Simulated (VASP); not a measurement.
MgSi3N:

```
CELL_PARAMETERS angstrom
4.23817 0.00000 0.00000
0.00000 4.23817 0.00000
0.00000 0.00000 4.00291
ATOMIC_POSITIONS crystal
Mg 0.00000 0.00000 0.99151
Si 0.00000 0.50000 0.47956
Si 0.50000 0.00000 0.47956
Si 0.50000 0.50000 0.13195
N 0.50000 0.50000 0.69002
```

- Program: VASP 6.6.1
- Task: relaxation of cell and atoms
- Functional: PBE
- Potentials or basis: VASP PAW PBE potentials, release 64 (Mg, Si, N)
- Cutoff: 600 eV
- k mesh: 10 × 10 × 10
- Occupations: gaussian, width 0.1 eV
- Spin: no spin polarisation

At the start: pressure -0.4 GPa; volume 14.38 Å³/atom.

**Question.** How do energy, volume and symmetry change on relaxing?

**Answer.** Over 9 steps the energy falls by 2.5 meV/atom and the volume is 14.31 Å³/atom (-0.5 %); space group P4mm (No. 99, to 0.05 Å).

The path:
```tsv
step	energy change (eV)	largest force (eV/Å)	pressure (GPa)	volume (Å³)
1	0.0000	0.1656	-0.39	71.90
2	-0.0084	0.1047	0.04	71.53
3	-0.0113	0.0737	0.49	71.17
4	-0.0125	0.0300	-0.09	71.64
5	-0.0125	0.0298	-0.09	71.64
6	-0.0127	0.0203	-0.01	71.58
7	-0.0127	0.0301	0.02	71.57
8	-0.0127	0.0111	0.01	71.55
9	-0.0127	0.0087	0.01	71.55
```

Final structure:
```cif
data_structure
_symmetry_space_group_name_H-M 'P 1'
_symmetry_Int_Tables_number 1
_cell_length_a 4.1935
_cell_length_b 4.1935
_cell_length_c 4.0687
_cell_angle_alpha 90.000
_cell_angle_beta 90.000
_cell_angle_gamma 90.000
_cell_volume 71.55
loop_
_atom_site_label
_atom_site_type_symbol
_atom_site_fract_x
_atom_site_fract_y
_atom_site_fract_z
_atom_site_occupancy
Mg1 Mg 0.00000 0.00000 0.99039 1
Si1 Si 0.00000 0.50000 0.47897 1
Si2 Si 0.50000 0.00000 0.47897 1
Si3 Si 0.50000 0.50000 0.12907 1
N1 N 0.50000 0.50000 0.69519 1
```
